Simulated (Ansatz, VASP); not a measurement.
# MoS2: VASP beside Ansatz

```
Mo S
1.0
     3.15500    0.00000    0.00000
    -1.57750    2.73231    0.00000
     0.00000    0.00000   28.00000
Mo S
2 4
Direct
  0.33333 0.66667 0.39378
  0.66667 0.33333 0.60624
  0.66667 0.33333 0.44884
  0.66667 0.33333 0.33875
  0.00000 0.00000 0.66124
  0.00000 0.00000 0.55115
```

Alike in both runs: functional LDA; k mesh 12 × 12 × 1; no spin polarisation.

Ansatz relaxed the structure, and its values are those at the end. VASP's run is a single point on that final structure, the one shown.

```csv
,VASP,Ansatz
version,VASP 6.6.1,Ansatz 0.2.0
potentials or method,"VASP PAW LDA potentials, release 64 (Mo_sv, S), cutoff 520 eV","scalar-relativistic, plane waves, PAW"
occupations,"gaussian, width 0.01 eV",fixed
valence electrons in the cell,52,52
```

Ansatz gave:

| Quantity | Value |
| --- | --- |
| gap on the k mesh at the Fermi level (eV) | 0.96 |
| least direct gap on the mesh (eV) | 1.64 |
| rms of the force components (eV/Å) | 0.000 |

Question: Which values does VASP return?

Answer: gap on the k mesh at the Fermi level (eV): 0.98; least direct gap on the mesh (eV): 1.64; rms of the force components (eV/Å): 0.008.

LDA's correlation is that of Perdew and Zunger in VASP and of Perdew and Wang (1992) in Ansatz. Ansatz's warnings: xc potential rough in thin density.
